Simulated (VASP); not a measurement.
Here is a VASP 6.6.1 calculation.

INCAR

```
ALGO = Normal
EDIFF = 1E-6
ENCUT = 520
ISIF = 2
ISMEAR = 0
LASPH = True
LCHARG = False
LREAL = False
LWAVE = False
NBANDS = 28
NELM = 60
PREC = Accurate
SIGMA = 0.1
```

File KPOINTS:

```
k-points
0
Gamma
  4 4 4
```

The input POSCAR:

```
Sr3Ag
1.0
    5.4908750000      0.0000000000      0.0000000000
    0.0000000000      5.4908750000      0.0000000000
    0.0000000000      0.0000000000      5.4908750000
Sr Ag
3 1
Direct
    0.0000000000      0.5000000000      0.5000000000
    0.5000000000      0.0000000000      0.5000000000
    0.5000000000      0.5000000000      0.0000000000
    0.0000000000      0.0000000000      0.0000000000
```

Potentials or basis: VASP PAW LDA potentials, release 64 (Sr_sv, Ag).

Run with:

```bash
$ cat potpaw_LDA.64/Sr_sv/POTCAR potpaw_LDA.64/Ag/POTCAR > POTCAR
$ mpirun -np 1 vasp_std > vasp.out
```

(1) Estimate the pressure.

Results:

(1) -2.3 GPa.
